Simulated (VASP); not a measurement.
# La2Zr2O (P6/mmm) in VASP: a series of runs

Runs on La2Zr2O. Level: PBE. Tasks: single point, relaxation of cell and atoms.

All numbers are computed with VASP 6.6.1; they aren't measurements. Logs are shortened: lines on timing, memory, paths and dates and some standing lists are left out, and cuts for length are marked.

### Step 1. The cell of the first run

It takes space group P6/mmm (No. 191, hexagonal). Conventional cell: a = 4.452 Å, b = 4.452 Å, c = 6.259 Å, α = 90.00°, β = 90.00°, γ = 120.00°. La (site symmetry -6m2) has 3 La at 2.57 Å and 3 O at 2.57 Å and 6 Zr at 3.14 Å within 3.4 Å. Within 2.4 Å of Zr (site symmetry 6mm) lie 1 O at 1.81 Å. O (site symmetry 6/mmm) has 2 Zr at 1.81 Å within 2.4 Å.

The cell was built from a structure type or drawn by symmetry, and may not be a known phase.

### Step 2. Single point, PBE

INCAR reads:

```
PREC = Accurate
ENCUT = 520
EDIFF = 1E-7
ISMEAR = 0
SIGMA = 0.1
LREAL = False
LASPH = True
NELM = 60
ALGO = Normal
ISIF = 2
LWAVE = False
LCHARG = False
GGA = PE
NBANDS = 34
```

KPOINTS reads:

```
Automatic mesh
0
Gamma
  6 6 4
```

POSCAR reads:

```
La2Zr2O
1.0
    4.4516734800      0.0000000000      0.0000000000
   -2.2258367400      3.8552623200      0.0000000000
    0.0000000000      0.0000000000      6.2589118700
La Zr O
2 2 1
Direct
    0.3333333300      0.6666666700      0.5000000000
    0.6666666700      0.3333333300      0.5000000000
    0.0000000000      0.0000000000      0.7887362700
    0.0000000000      0.0000000000      0.2112637300
    0.0000000000      0.0000000000      0.5000000000
```

Potentials or basis: VASP PAW PBE potentials, release 64 (La, Zr_sv, O).

On the command line:

```bash
$ cat potpaw_PBE.64/La/POTCAR potpaw_PBE.64/Zr_sv/POTCAR potpaw_PBE.64/O/POTCAR > POTCAR
$ mpirun -np 1 vasp_std > vasp.out
```

OUTCAR:

```text
PREC = Accurate
   ENCUT = 520
   EDIFF = 1E-7
   ISMEAR = 0
   LREAL = False
   LASPH = True
   NELM = 60
   ISIF = 2
   GGA = PE

 ion  position               nearest neighbor table
   1  0.333  0.667  0.500-   2 2.57   5 2.57   2 2.57   5 2.57   5 2.57   2 2.57   4 3.14   3 3.14
                             3 3.14   4 3.14   3 3.14   4 3.14
   2  0.667  0.333  0.500-   1 2.57   5 2.57   1 2.57   5 2.57   5 2.57   1 2.57   4 3.14   3 3.14
                             4 3.14   3 3.14   4 3.14   3 3.14
   3  0.000  0.000  0.789-   5 1.81   4 2.64   1 3.14   2 3.14   1 3.14   2 3.14   2 3.14   1 3.14
                             4 3.61
   4  0.000  0.000  0.211-   5 1.81   3 2.64   1 3.14   2 3.14   1 3.14   2 3.14   2 3.14   1 3.14
                             3 3.61
   5  0.000  0.000  0.500-   3 1.81   4 1.81   1 2.57   2 2.57   1 2.57   2 2.57   2 2.57   1 2.57

  LATTYP: Found a hexagonal cell.
 ALAT       =     4.4516734800
 C/A-ratio  =     1.4059683169

  Lattice vectors:

 A1 = (   4.4516734800,   0.0000000000,   0.0000000000)
 A2 = (  -2.2258367400,   3.8552623200,   0.0000000000)
 A3 = (   0.0000000000,   0.0000000000,   6.2589118700)

Analysis of symmetry for initial positions (statically):
=====================================================================
 Subroutine PRICEL returns:
 Original cell was already a primitive cell.

 Routine SETGRP: Setting up the symmetry group for a
 hexagonal supercell.

 Subroutine GETGRP returns: Found 24 space group operations
 (whereof 24 operations were pure point group operations)
 out of a pool of 24 trial point group operations.

The static configuration has the point symmetry D_6h.

Analysis of symmetry for dynamics (positions and initial velocities):
=====================================================================
 Subroutine PRICEL returns:
 Original cell was already a primitive cell.

 Routine SETGRP: Setting up the symmetry group for a
 hexagonal supercell.

 Subroutine GETGRP returns: Found 24 space group operations
 (whereof 24 operations were pure point group operations)
 out of a pool of 24 trial point group operations.

The dynamic configuration has the point symmetry D_6h.

 Subroutine INISYM returns: Found 24 space group operations
 (whereof 24 operations are pure point group operations),
 and found     1 'primitive' translations

----------------------------------------------------------------------------------------

                                     Primitive cell

  volume of cell :     107.4178

  direct lattice vectors                    reciprocal lattice vectors
     4.451673480  0.000000000  0.000000000     0.224634624  0.129692861  0.000000000
    -2.225836740  3.855262320  0.000000000     0.000000000  0.259385722  0.000000000
     0.000000000  0.000000000  6.258911870     0.000000000  0.000000000  0.159772181

  length of vectors
     4.451673480  4.451673477  6.258911870     0.259385722  0.259385722  0.159772181

  position of ions in fractional coordinates (direct lattice)
     0.333333330  0.666666670  0.500000000
     0.666666670  0.333333330  0.500000000
     0.000000000  0.000000000  0.788736270
     0.000000000  0.000000000  0.211263730
     0.000000000  0.000000000  0.500000000

  ion indices of the primitive-cell ions
   primitive index   ion index
                 1           1
                 2           2
                 3           3
                 4           4
                 5           5

----------------------------------------------------------------------------------------

 KPOINTS: Automatic mesh

Automatic generation of k-mesh.
 Grid dimensions read from file:
 generate k-points for:    6    6    4

 Generating k-lattice:

  Cartesian coordinates                     Fractional coordinates (reciprocal lattice)
     0.037439104  0.021615477  0.000000000     0.166666667 -0.000000000  0.000000000
     0.000000000  0.043230954  0.000000000     0.000000000  0.166666667  0.000000000
     0.000000000  0.000000000  0.039943045     0.000000000  0.000000000  0.250000000

  Length of vectors
     0.043230954  0.043230954  0.039943045

  Shift w.r.t. Gamma in fractional coordinates (k-lattice)
     0.000000000  0.000000000  0.000000000

 Subroutine IBZKPT returns following result:
 ===========================================

 Found     21 irreducible k-points:

 Following reciprocal coordinates:
            Coordinates               Weight
  0.000000  0.000000  0.000000      1.000000
  0.166667  0.000000  0.000000      6.000000
  0.333333  0.000000  0.000000      6.000000
  0.500000  0.000000  0.000000      3.000000
  0.166667  0.166667  0.000000      6.000000
  0.333333  0.166667  0.000000     12.000000
[... 13 lines left out ...]
  0.333333  0.166667  0.500000     12.000000
  0.333333  0.333333  0.500000      2.000000
   k-points           NKPTS =     21   k-points in BZ     NKDIM =     21   number of bands    NBANDS=     34
   number of dos      NEDOS =    301   number of ions     NIONS =      5
   total plane-waves  NPLWV =  62208
   dimension x,y,z NGX =    36 NGY =   36 NGZ =   48
   dimension x,y,z NGXF=    72 NGYF=   72 NGZF=   96
   ions per type =               2   2   1
   NGX,Y,Z   is equivalent  to a cutoff of  13.44, 13.44, 12.75 a.u.
   NGXF,Y,Z  is equivalent  to a cutoff of  26.89, 26.89, 25.50 a.u.
 SYSTEM =  unknown system
   PREC   = accura    normal or accurate (medium, high low for compatibility)
   ISTART =      0    job   : 0-new  1-cont  2-samecut
   ICHARG =      2    charge: 1-file 2-atom 10-const
   ISPIN  =      1    spin polarized calculation?
   LNONCOLLINEAR =      F non collinear calculations
   LSORBIT =      F    spin-orbit coupling
   LASPH  =      T    aspherical Exc in radial PAW
   ENCUT  =  520.0 eV  38.22 Ry    6.18 a.u.   8.28  8.28 11.64*2*pi/ulx,y,z
   NELM   =     60;   NELMIN=  2; NELMDL= -5     # of ELM steps
   EDIFF  = 0.1E-06   stopping-criterion for ELM
   LREAL  =      F    real-space projection
   EDIFFG = 0.1E-05   stopping-criterion for IOM
   NSW    =      0    number of steps for IOM
   IBRION =     -1    ionic relax: 0-MD 1-quasi-New 2-CG
   NFREE  =      0    steps in history (QN), initial steepest desc. (CG)
   ISIF   =      2    stress and relaxation
   ISYM   =      2    0-nonsym 1-usesym 2-fastsym
   POTIM  = 0.5000    time-step for ionic-motion
   TEBEG  =    0.0;   TEEND  =   0.0 temperature during run
   PSTRESS=    0.0 pullay stress
   NELECT =      52.0000    total number of electrons
   NUPDOWN=      -1.0000    fix difference up-down
   EMIN   =  10.00;   EMAX   =-10.00  energy-range for DOS
   EFERMI =   0.00;   METHOD = LEGACY
   ISMEAR =     0;   SIGMA  =   0.10  broadening in eV -4-tet -1-fermi 0-gaus
   EFERMI_NEDOS =   21; number of points for ismear=-14 and -15
   IALGO  =     38    algorithm
   IMIX   =      4    mixing-type and parameters
     AMIX     =   0.40;   BMIX     =  1.00
     AMIX_MAG =   1.60;   BMIX_MAG =  1.00
  volume/ion in A,a.u.               =      21.48       144.98
  Fermi-wavevector in a.u.,A,eV,Ry     =   1.285436  2.429123 22.481542  1.652347
  Thomas-Fermi vector in A             =   2.417571
   LORBIT       =      0    0 simple, 1 ext, 2 COOP (PROOUT), +10 PAW based schemes
   GGA     = PE    functional components
   LHFCALC =     F    Hartree Fock is set to
   AEXX    =    0.0000 exact exchange contribution
   IVDW    =     0    specifies the selected vdW correction
   LEPSILON=     F    determine dielectric tensor
   LRPA    =     F    only Hartree local field effects (RPA)
 non-spin polarized calculation
 Gauss-broadening in eV      SIGMA  =   0.10
  energy-cutoff  :      520.00
  volume of cell :      107.42
 maximum number of plane-waves:      2919
 NGX is ok and might be reduce to    36
   NGX = 17   NGY = 17   NGZ = 23

 number of electron      52.0000003 magnetization

 Free energy of the ion-electron system (eV)
  ---------------------------------------------------
  ext. energy  EPLUGINS =         0.00000000
  ---------------------------------------------------
  free energy    TOTEN  =       -25.51517223 eV

  energy without entropy =      -25.47523268  energy(sigma->0) =      -25.49520245

 E-fermi :   9.8498     XC(G=0): -10.6901

 val. band max:        9.8312687802   @ k =   0.3333   0.3333   0.2500
 cond. band min:       9.8529617449   @ k =   0.1667   0.0000   0.0000
 fundamental gap:      0.0216929647
 Fermi energy:         9.8497915456

 k-point     1 :       0.0000    0.0000    0.0000
  band No.  band energies     occupation
      1     -39.5486      2.00000
      2     -39.3396      2.00000
      3     -24.1664      2.00000
      4     -20.6840      2.00000
      5     -19.7118      2.00000
      6     -17.8293      2.00000
[... 26 lines left out ...]
     33      11.7370      0.00000
     34      12.5993      0.00000

 k-point     2 :       0.1667    0.0000    0.0000
  band No.  band energies     occupation
      1     -39.5481      2.00000
      2     -39.3393      2.00000
      3     -24.0087      2.00000
      4     -20.9701      2.00000
      5     -19.7467      2.00000
      6     -17.8269      2.00000
[... 26 lines left out ...]
     33      11.6017      0.00000
     34      12.4738      0.00000

 k-point     3 :       0.3333    0.0000    0.0000
  band No.  band energies     occupation
      1     -39.5472      2.00000
      2     -39.3387      2.00000
      3     -23.5785      2.00000
      4     -21.6442      2.00000
      5     -19.8190      2.00000
      6     -17.8219      2.00000
[... 26 lines left out ...]
     33      11.2221      0.00000
     34      11.9319      0.00000

 k-point     4 :       0.5000    0.0000    0.0000
  band No.  band energies     occupation
      1     -39.5468      2.00000
      2     -39.3384      2.00000
      3     -23.2004      2.00000
      4     -22.1389      2.00000
      5     -19.8549      2.00000
      6     -17.8193      2.00000
[... 26 lines left out ...]
     33      10.8504      0.00000
     34      11.5135      0.00000

 k-point     5 :       0.1667    0.1667    0.0000
  band No.  band energies     occupation
      1     -39.5474      2.00000
      2     -39.3388      2.00000
      3     -23.7094      2.00000
      4     -21.4484      2.00000
      5     -19.8098      2.00000
      6     -17.8231      2.00000
[... 510 lines left out ...]
 k-point    19 :       0.1667    0.1667    0.5000
  band No.  band energies     occupation
      1     -39.5265      2.00000
      2     -39.3610      2.00000
      3     -23.7022      2.00000
      4     -21.4483      2.00000
      5     -18.9829      2.00000
      6     -18.9397      2.00000
[... 26 lines left out ...]
     33      11.8300      0.00000
     34      12.1586      0.00000

 k-point    20 :       0.3333    0.1667    0.5000
  band No.  band energies     occupation
      1     -39.5261      2.00000
      2     -39.3603      2.00000
      3     -23.2082      2.00000
      4     -22.1107      2.00000
      5     -19.0682      2.00000
      6     -18.9364      2.00000
[... 26 lines left out ...]
     33      11.8255      0.00000
     34      12.1492      0.00000

 k-point    21 :       0.3333    0.3333    0.5000
  band No.  band energies     occupation
      1     -39.5259      2.00000
      2     -39.3601      2.00000
      3     -22.6819      2.00000
      4     -22.6819      2.00000
      5     -19.1204      2.00000
      6     -18.9353      2.00000
[... 26 lines left out ...]
     33      11.4941      0.00000
     34      11.5385      0.00000

------------------------ aborting loop because EDIFF is reached ----------------------------------------

  FORCE on cell =-STRESS in cart. coord.  units (eV):
  Direction    XX          YY          ZZ          XY          YZ          ZX
  --------------------------------------------------------------------------------------
  -------------------------------------------------------------------------------------
  Total       25.5055320     25.5055320     31.1922123      0.0000000      0.0000000      0.0000000
  in kB      380.4248668    380.4248662    465.2439005      0.0000000      0.0000000      0.0000000
  external PRESSURE =     408.6978778 kB  Pullay stress =       0.0000000 kB

 VOLUME and BASIS-vectors are now :
 -----------------------------------------------------------------------------
  energy-cutoff  :      520.00
  volume of cell :      107.42
      direct lattice vectors                 reciprocal lattice vectors
     4.451673480  0.000000000  0.000000000     0.224634624  0.129692861  0.000000000
    -2.225836740  3.855262320  0.000000000     0.000000000  0.259385722  0.000000000
     0.000000000  0.000000000  6.258911870     0.000000000  0.000000000  0.159772181

 POSITION                                       TOTAL-FORCE (eV/Angst)
 -----------------------------------------------------------------------------------
     -0.00000      2.57017      3.12946        -0.000000      0.000000      0.000000
      2.22584      1.28509      3.12946        -0.000000      0.000000      0.000000
      0.00000      0.00000      4.93663        -0.000000     -0.000000      6.925563
      0.00000      0.00000      1.32228         0.000000     -0.000000     -6.925563
      0.00000      0.00000      3.12946        -0.000000     -0.000000      0.000000
 -----------------------------------------------------------------------------------
    total drift:                               -0.000000      0.000000      0.000000

  FREE ENERGIE OF THE ION-ELECTRON SYSTEM (eV)
  ---------------------------------------------------
  free  energy   TOTEN  =       -25.5151722289 eV

  energy  without entropy=      -25.4752326780  energy(sigma->0) =      -25.49520245
```

Wall time 5 min (1 thread of Intel Xeon 8259CL, shared host); peak memory 0.29 GiB.

What came out:

* Free energy: -25.5152 eV
* Pressure: 40.9 GPa
* Largest force: 6.926 eV/Å
* Band gap on the k mesh: zero (bands 26 and 27 overlap by 0.74 eV)

Forces on the atoms (eV/Å):
```
La   0.000  0.000  0.000
La   0.000  0.000  0.000
Zr   0.000  0.000  6.926
Zr   0.000  0.000 -6.926
O    0.000  0.000  0.000
```

Caveat: the cell stands under pressure; spin-orbit coupling is left out, which moves the levels of the heavy elements; forces of over 1 eV/Å act on the atoms, so gaps and moduli don't describe the material at rest.

(Part 1 of 3 ends here.)
